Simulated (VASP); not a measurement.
Runs of VASP 6.6.1 on AgI. The structure is that of space group F-43m (No. 216), or close to it. The cells are those of the table. 

```csv
task,level,potentials or basis,cell,k mesh,cutoff (eV),grid for exact exchange (PRECFOCK),share of exact exchange,screening parameter,gap on the mesh (eV),pressure (GPa)
single point,LDA,"VASP PAW LDA potentials, release 64 (Ag, I)","a = 4.490 Å, angles 60.0°, 2 atoms",6 × 6 × 6,500,-,-,-,(a),0.0
single point,HSE06,"VASP PAW PBE potentials, release 64 (Ag, I)","a = 4.685 Å, angles 60.0°, 2 atoms",4 × 4 × 4,400,Normal,0.25,0.2079 1/Å,2.49,-0.2
single point,PBE,"VASP PAW PBE potentials, release 64 (Ag, I)","a = 4.687 Å, angles 60.0°, 2 atoms",6 × 6 × 6,500,-,-,-,1.34,0.0
single point,r2SCAN,"VASP PAW PBE potentials, release 64 (Ag, I)","a = 4.651 Å, angles 60.0°, 2 atoms",6 × 6 × 6,550,-,-,-,(b),-0.1
relaxation of cell and atoms,PBE,"VASP PAW PBE potentials, release 64 (Ag, I)","relaxed from a = 4.642 Å, angles 60.0°, 2 atoms",6 × 6 × 6,500,-,-,-,1.34,0.0
```

Alike in all rows: no spin polarisation; smearing fermi-dirac 0.02 eV.

Question: Fill in the values left out.

Answer: (a) 1.09; (b) 1.79.

Caveats: spin-orbit coupling is left out, which moves the levels of the heavy elements; the PAW data sets were made with another functional, which shifts forces and pressure a little (at least some runs).

A k mesh can miss the band edges, and the runs leave out spin-orbit coupling on Ag, I.
